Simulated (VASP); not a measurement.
# CuI (F-43m) in VASP: a series of runs

The runs below take CuI through single point, with PBE.

Program: VASP 6.6.1. These are calculated values, not measurements. Logs are shortened: lines on timing, memory, paths and dates and some standing lists are left out, and cuts for length are marked.

## Step 1: The cell of the first run

The structure is cubic, space group F-43m (No. 216). The conventional cell has a = 5.824 Å, b = 5.824 Å, c = 5.824 Å, α = 90.00°, β = 90.00°, γ = 90.00°. Within 3.3 Å of Cu (site symmetry -43m) lie 4 I at 2.52 Å. Within 3.3 Å of I (site symmetry -43m) lie 4 Cu at 2.52 Å.

## Step 2: Single point, PBE (24.70 Å³/atom)

The input, INCAR:

```
SYSTEM = CuI
ALGO     = Normal         ! electronic algorithm
EDIFF    = 1E-6           ! SCF threshold, eV
ENCUT    = 520            ! plane-wave cutoff, eV
GGA      = PE             ! functional
ISIF     = 2              ! what is computed and relaxed
ISMEAR   = 0              ! smearing method
LASPH    = .True.         ! aspherical terms in the spheres
LCHARG   = .False.        ! write CHGCAR
LREAL    = .False.        ! projectors in reciprocal space
LWAVE    = .False.        ! write WAVECAR
NBANDS   = 16             ! bands
NELM     = 60             ! most SCF steps
PREC     = Accurate       ! precision mode
SIGMA    = 0.02           ! smearing width, eV
```

The input, KPOINTS:

```
k-points
0
Gamma
  8 8 8
  0 0 0
```

The input, POSCAR:

```
CuI
1.0
    0.0000000000      2.9122282554      2.9122282554
    2.9122282554      0.0000000000      2.9122282554
    2.9122282554      2.9122282554      0.0000000000
Cu I
1 1
Direct
    0.2500000000      0.2500000000      0.2500000000
    0.0000000000      0.0000000000      0.0000000000
```

Potentials or basis: VASP PAW PBE potentials, release 64 (Cu, I).

On the command line:

```bash
$ cat potpaw_PBE.64/Cu/POTCAR potpaw_PBE.64/I/POTCAR > POTCAR
$ mpirun -np 1 vasp_std > vasp.out
```

OUTCAR:

```text
SYSTEM = CuI
   EDIFF = 1E-6
   ENCUT = 520
   GGA = PE
   ISIF = 2
   ISMEAR = 0
   LASPH = .True.
   LREAL = .False.
   NELM = 60
   PREC = Accurate

 ion  position               nearest neighbor table
   1  0.250  0.250  0.250-   2 2.52   2 2.52   2 2.52   2 2.52
   2  0.000  0.000  0.000-   1 2.52   1 2.52   1 2.52   1 2.52

  LATTYP: Found a face centered cubic cell.
 ALAT       =     5.8244565108

  Lattice vectors:

 A1 = (   0.0000000000,   2.9122282554,   2.9122282554)
 A2 = (   2.9122282554,   0.0000000000,   2.9122282554)
 A3 = (   2.9122282554,   2.9122282554,   0.0000000000)

Analysis of symmetry for initial positions (statically):
=====================================================================
 Subroutine PRICEL returns:
 Original cell was already a primitive cell.

 Routine SETGRP: Setting up the symmetry group for a
 face centered cubic supercell.

 Subroutine GETGRP returns: Found 24 space group operations
 (whereof 24 operations were pure point group operations)
 out of a pool of 48 trial point group operations.

The static configuration has the point symmetry T_d .

Analysis of symmetry for dynamics (positions and initial velocities):
=====================================================================
 Subroutine PRICEL returns:
 Original cell was already a primitive cell.

 Routine SETGRP: Setting up the symmetry group for a
 face centered cubic supercell.

 Subroutine GETGRP returns: Found 24 space group operations
 (whereof 24 operations were pure point group operations)
 out of a pool of 48 trial point group operations.

The dynamic configuration has the point symmetry T_d .

 Subroutine INISYM returns: Found 24 space group operations
 (whereof 24 operations are pure point group operations),
 and found     1 'primitive' translations

----------------------------------------------------------------------------------------

                                     Primitive cell

  volume of cell :      49.3976

  direct lattice vectors                    reciprocal lattice vectors
     0.000000000  2.912228255  2.912228255    -0.171689839  0.171689839  0.171689839
     2.912228255  0.000000000  2.912228255     0.171689839 -0.171689839  0.171689839
     2.912228255  2.912228255  0.000000000     0.171689839  0.171689839 -0.171689839

  length of vectors
     4.118512696  4.118512696  4.118512696     0.297375524  0.297375524  0.297375524

  position of ions in fractional coordinates (direct lattice)
     0.250000000  0.250000000  0.250000000
     0.000000000  0.000000000  0.000000000

  ion indices of the primitive-cell ions
   primitive index   ion index
                 1           1
                 2           2

----------------------------------------------------------------------------------------

 KPOINTS: k-points

Automatic generation of k-mesh.
 Grid dimensions read from file:
 generate k-points for:    8    8    8

 Generating k-lattice:

  Cartesian coordinates                     Fractional coordinates (reciprocal lattice)
    -0.021461230  0.021461230  0.021461230     0.125000000  0.000000000  0.000000000
     0.021461230 -0.021461230  0.021461230     0.000000000  0.125000000  0.000000000
     0.021461230  0.021461230 -0.021461230     0.000000000  0.000000000  0.125000000

  Length of vectors
     0.037171941  0.037171941  0.037171941

  Shift w.r.t. Gamma in fractional coordinates (k-lattice)
     0.000000000  0.000000000  0.000000000

 Subroutine IBZKPT returns following result:
 ===========================================

 Found     29 irreducible k-points:

 Following reciprocal coordinates:
            Coordinates               Weight
  0.000000  0.000000  0.000000      1.000000
  0.125000  0.000000  0.000000      8.000000
  0.250000  0.000000  0.000000      8.000000
  0.375000  0.000000  0.000000      8.000000
  0.500000  0.000000  0.000000      4.000000
  0.125000  0.125000  0.000000      6.000000
[... 16 lines left out ...]
  0.500000  0.250000  0.125000     48.000000
 -0.375000  0.250000  0.125000     24.000000
 [... further k-points ...]
   k-points           NKPTS =     29   k-points in BZ     NKDIM =     29   number of bands    NBANDS=     16
   number of dos      NEDOS =    301   number of ions     NIONS =      2
   total plane-waves  NPLWV =  32768
   dimension x,y,z NGX =    32 NGY =   32 NGZ =   32
   dimension x,y,z NGXF=    64 NGYF=   64 NGZF=   64
   ions per type =               1   1
   NGX,Y,Z   is equivalent  to a cutoff of  12.92, 12.92, 12.92 a.u.
   NGXF,Y,Z  is equivalent  to a cutoff of  25.83, 25.83, 25.83 a.u.
 SYSTEM =  CuI
   PREC   = accura    normal or accurate (medium, high low for compatibility)
   ISTART =      0    job   : 0-new  1-cont  2-samecut
   ICHARG =      2    charge: 1-file 2-atom 10-const
   ISPIN  =      1    spin polarized calculation?
   LNONCOLLINEAR =      F non collinear calculations
   LSORBIT =      F    spin-orbit coupling
   LASPH  =      T    aspherical Exc in radial PAW
   ENCUT  =  520.0 eV  38.22 Ry    6.18 a.u.   7.66  7.66  7.66*2*pi/ulx,y,z
   NELM   =     60;   NELMIN=  2; NELMDL= -5     # of ELM steps
   EDIFF  = 0.1E-05   stopping-criterion for ELM
   LREAL  =      F    real-space projection
   EDIFFG = 0.1E-04   stopping-criterion for IOM
   NSW    =      0    number of steps for IOM
   IBRION =     -1    ionic relax: 0-MD 1-quasi-New 2-CG
   NFREE  =      0    steps in history (QN), initial steepest desc. (CG)
   ISIF   =      2    stress and relaxation
   ISYM   =      2    0-nonsym 1-usesym 2-fastsym
   POTIM  = 0.5000    time-step for ionic-motion
   TEBEG  =    0.0;   TEEND  =   0.0 temperature during run
   PSTRESS=    0.0 pullay stress
   NELECT =      18.0000    total number of electrons
   NUPDOWN=      -1.0000    fix difference up-down
   EMIN   =  10.00;   EMAX   =-10.00  energy-range for DOS
   EFERMI =   0.00;   METHOD = LEGACY
   ISMEAR =     0;   SIGMA  =   0.02  broadening in eV -4-tet -1-fermi 0-gaus
   EFERMI_NEDOS =   21; number of points for ismear=-14 and -15
   IALGO  =     38    algorithm
   IMIX   =      4    mixing-type and parameters
     AMIX     =   0.40;   BMIX     =  1.00
     AMIX_MAG =   1.60;   BMIX_MAG =  1.00
  volume/ion in A,a.u.               =      24.70       166.68
  Fermi-wavevector in a.u.,A,eV,Ry     =   1.169312  2.209679 18.603104  1.367290
  Thomas-Fermi vector in A             =   2.305786
   LORBIT       =      0    0 simple, 1 ext, 2 COOP (PROOUT), +10 PAW based schemes
   GGA     = PE    functional components
   LHFCALC =     F    Hartree Fock is set to
   AEXX    =    0.0000 exact exchange contribution
   IVDW    =     0    specifies the selected vdW correction
   LEPSILON=     F    determine dielectric tensor
   LRPA    =     F    only Hartree local field effects (RPA)
 non-spin polarized calculation
 Gauss-broadening in eV      SIGMA  =   0.02
  energy-cutoff  :      520.00
  volume of cell :       49.40
 maximum number of plane-waves:      1363
   NGX = 15   NGY = 15   NGZ = 15

 number of electron      17.9999995 magnetization

 Free energy of the ion-electron system (eV)
  ---------------------------------------------------
  ext. energy  EPLUGINS =         0.00000000
  ---------------------------------------------------
  free energy    TOTEN  =        -5.43001173 eV

  energy without entropy =       -5.43001173  energy(sigma->0) =       -5.43001173

 E-fermi :   5.9481     XC(G=0):  -9.5056

 val. band max:        5.8216907592   @ k =   0.0000   0.0000   0.0000
 cond. band min:       7.3190365739   @ k =   0.0000   0.0000   0.0000
 fundamental gap:      1.4973458146
 Fermi energy:         5.9481427607

 k-point     1 :       0.0000    0.0000    0.0000
  band No.  band energies     occupation
      1      -8.8817      2.00000
      2       1.5873      2.00000
      3       1.5873      2.00000
      4       1.5873      2.00000
      5       3.4155      2.00000
      6       3.4155      2.00000
[... 8 lines left out ...]
     15      15.6177      0.00000
     16      15.6177      0.00000

 k-point     2 :       0.1250    0.0000    0.0000
  band No.  band energies     occupation
      1      -8.7865      2.00000
      2       1.2905      2.00000
      3       1.5986      2.00000
      4       1.5986      2.00000
      5       3.4072      2.00000
      6       3.4072      2.00000
[... 8 lines left out ...]
     15      14.8308      0.00000
     16      14.9198      0.00000

 k-point     3 :       0.2500    0.0000    0.0000
  band No.  band energies     occupation
      1      -8.5392      2.00000
      2       0.5448      2.00000
      3       1.6217      2.00000
      4       1.6217      2.00000
      5       3.4024      2.00000
      6       3.4024      2.00000
[... 8 lines left out ...]
     15      14.6237      0.00000
     16      14.7555      0.00000

 k-point     4 :       0.3750    0.0000    0.0000
  band No.  band energies     occupation
      1      -8.2606      2.00000
      2      -0.2227      2.00000
      3       1.6377      2.00000
      4       1.6377      2.00000
      5       3.4265      2.00000
      6       3.4265      2.00000
[... 8 lines left out ...]
     15      15.6638      0.00000
     16      15.6638      0.00000
[... 324 lines left out ...]
 k-point    22 :       0.3750    0.2500    0.1250
  band No.  band energies     occupation
      1      -8.3448      2.00000
      2       0.3318      2.00000
      3       1.3839      2.00000
      4       1.6213      2.00000
      5       3.3259      2.00000
      6       3.4595      2.00000
[... 8 lines left out ...]
     15      16.4288      0.00000
     16      17.4919      0.00000

 k-point    23 :       0.5000    0.2500    0.1250
  band No.  band energies     occupation
      1      -8.1110      2.00000
      2      -0.0580      2.00000
      3       1.1361      2.00000
      4       1.6188      2.00000
      5       3.3554      2.00000
      6       3.4328      2.00000
[... 8 lines left out ...]
     15      16.7907      0.00000
     16      17.6087      0.00000

 k-point    24 :      -0.3750    0.2500    0.1250
  band No.  band energies     occupation
      1      -8.0065      2.00000
      2      -0.2320      2.00000
      3       1.0259      2.00000
      4       1.6099      2.00000
      5       3.3332      2.00000
      6       3.4271      2.00000
[... 8 lines left out ...]
     15      16.8052      0.00000
     16      17.5492      0.00000

 [... further k-points ...]
[... 5 lines left out ...]
  --------------------------------------------------------------------------------------
  -------------------------------------------------------------------------------------
  Total        2.1694570      2.1694570      2.1694570      0.0000000      0.0000000      0.0000000
  in kB       70.3647910     70.3647910     70.3647910      0.0000000      0.0000000      0.0000000
  external PRESSURE =      70.3647910 kB  Pullay stress =       0.0000000 kB

 VOLUME and BASIS-vectors are now :
 -----------------------------------------------------------------------------
  energy-cutoff  :      520.00
  volume of cell :       49.40
      direct lattice vectors                 reciprocal lattice vectors
     0.000000000  2.912228255  2.912228255    -0.171689839  0.171689839  0.171689839
     2.912228255  0.000000000  2.912228255     0.171689839 -0.171689839  0.171689839
     2.912228255  2.912228255  0.000000000     0.171689839  0.171689839 -0.171689839

 POSITION                                       TOTAL-FORCE (eV/Angst)
 -----------------------------------------------------------------------------------
      1.45611      1.45611      1.45611         0.000000      0.000000      0.000000
      0.00000      0.00000      0.00000        -0.000000     -0.000000     -0.000000
 -----------------------------------------------------------------------------------
    total drift:                                0.000000      0.000000      0.000001

  FREE ENERGIE OF THE ION-ELECTRON SYSTEM (eV)
  ---------------------------------------------------
  free  energy   TOTEN  =        -5.4300117284 eV

  energy  without entropy=       -5.4300117284  energy(sigma->0) =       -5.43001173
```

Run time: 26 s. Hardware: 1 thread of Intel Xeon 8259CL, shared host; peak memory 0.18 GiB.

What came out:

* Free energy: -5.4300 eV
* Pressure: 7.0 GPa
* Band gap on the k mesh: 1.50 eV

Caveat: the cell stands under pressure; spin-orbit coupling is left out, which moves the levels of the heavy elements.

## Step 3: Single point, PBE (25.54 Å³/atom)

This run uses another cell than the first one, of 25.54 Å³/atom.

The input, INCAR:

```
ALGO = Normal ; EDIFF = 1E-6
ENCUT = 520 ; GGA = PE
ISIF = 2 ; ISMEAR = 0
LASPH = True ; LCHARG = False
LREAL = False ; LWAVE = False
NBANDS = 16 ; NELM = 80
PREC = Accurate ; SIGMA = 0.02
```

The input, KPOINTS:

```
k-points
0
Gamma
  8 8 8
```

The input, POSCAR:

```
CuI
1.0
    0.0000000000      2.9449526602      2.9449526602
    2.9449526602      0.0000000000      2.9449526602
    2.9449526602      2.9449526602      0.0000000000
Cu I
1 1
Direct
    0.2500000000      0.2500000000      0.2500000000
    0.0000000000      0.0000000000      0.0000000000
```

Potentials or basis: VASP PAW PBE potentials, release 64 (Cu, I).

On the command line:

```bash
$ cat potpaw_PBE.64/Cu/POTCAR potpaw_PBE.64/I/POTCAR > POTCAR
$ mpirun -np 1 vasp_std > vasp.out
```

Wall time 28 s (1 thread of Intel Xeon 8259CL, shared host); peak memory 0.19 GiB.

The run converged. Its results:

| Property | Result |
| --- | --- |
| Free energy | -5.4922 eV |
| Pressure | 4.7 GPa |
| Band gap on the k mesh | 1.39 eV |

Levels at points of the mesh, in eV from the valence-band top:
```tsv
k point	band 6	band 7	band 8	band 9	band 10	band 11	band 12	band 13
(0.00, 0.00, 0.00)	-2.24	0.00	0.00	0.00	1.39	4.77	4.77	4.77
(0.50, 0.00, 0.00)	-2.21	-2.15	-0.86	-0.86	2.23	5.34	5.34	7.51
(0.50, 0.50, 0.00)	-2.16	-2.14	-1.82	-1.82	2.53	2.85	9.82	10.21
```

Caveat: the cell stands under pressure; spin-orbit coupling is left out, which moves the levels of the heavy elements. A hybrid or GW would open this gap; PBE tends to underestimate it.

## Step 4: Single point, PBE (30.87 Å³/atom)

This run uses another cell than the first one, of 30.87 Å³/atom.

The input, INCAR:

```
SYSTEM = CuI
PREC = Accurate ; ENCUT = 520
EDIFF = 1E-6 ; ISMEAR = 0
SIGMA = 0.02 ; LREAL = .False.
LASPH = .True. ; NELM = 60
ALGO = Normal ; ISIF = 2
LWAVE = .False. ; LCHARG = .True.
GGA = PE ; LELF = .True.
LVHAR = .True. ; NBANDS = 16
```

The input, KPOINTS:

```
regular mesh
0
Gamma
  8 8 8
  0 0 0
```

The input, POSCAR:

```
CuI
1.0
    0.0000000000      3.1371027893      3.1371027893
    3.1371027893      0.0000000000      3.1371027893
    3.1371027893      3.1371027893      0.0000000000
Cu I
1 1
Direct
    0.2500000000      0.2500000000      0.2500000000
    0.0000000000      0.0000000000      0.0000000000
```

On the command line:

```bash
$ cat potpaw_PBE.64/Cu/POTCAR potpaw_PBE.64/I/POTCAR > POTCAR
$ mpirun -np 1 vasp_std > vasp.out
```

It took 43 s on 1 thread of Intel Xeon 8259CL, shared host; peak memory 0.21 GiB.

It converged, with:

| Quantity | Value |
| --- | --- |
| Free energy | -5.5089 eV |
| Pressure | -2.9 GPa |
| Band gap on the k mesh | 0.90 eV |

Levels at points of the mesh, in eV from the valence-band top:
```tsv
k point	band 6	band 7	band 8	band 9	band 10	band 11	band 12	band 13
(0.00, 0.00, 0.00)	-1.47	0.00	0.00	0.00	0.90	4.97	4.97	4.97
(0.50, 0.00, 0.00)	-1.45	-1.41	-0.56	-0.56	2.07	5.46	5.46	7.15
(0.50, 0.50, 0.00)	-1.43	-1.40	-1.18	-1.18	2.92	2.92	8.54	9.24
```

Caveat: spin-orbit coupling is left out, which moves the levels of the heavy elements.

## Step 5: The runs side by side

```csv
cell,gap on the mesh (eV),pressure (GPa)
"a = 4.119 Å, angles 60.0°, 2 atoms",1.50,7.0
"a = 4.165 Å, angles 60.0°, 2 atoms",1.39,4.7
"a = 4.437 Å, angles 60.0°, 2 atoms",0.90,-2.9
```

Alike in all rows: task single point; level PBE; potentials or basis VASP PAW PBE potentials, release 64 (Cu, I); no spin polarisation; k mesh 8 × 8 × 8; cutoff (eV) 520; smearing gaussian 0.02 eV.

Caveats: spin-orbit coupling is left out, which moves the levels of the heavy elements; the cell stands under pressure (at least some runs).

Total energies depend on the potentials used, so only differences within one code and one set of settings carry meaning.
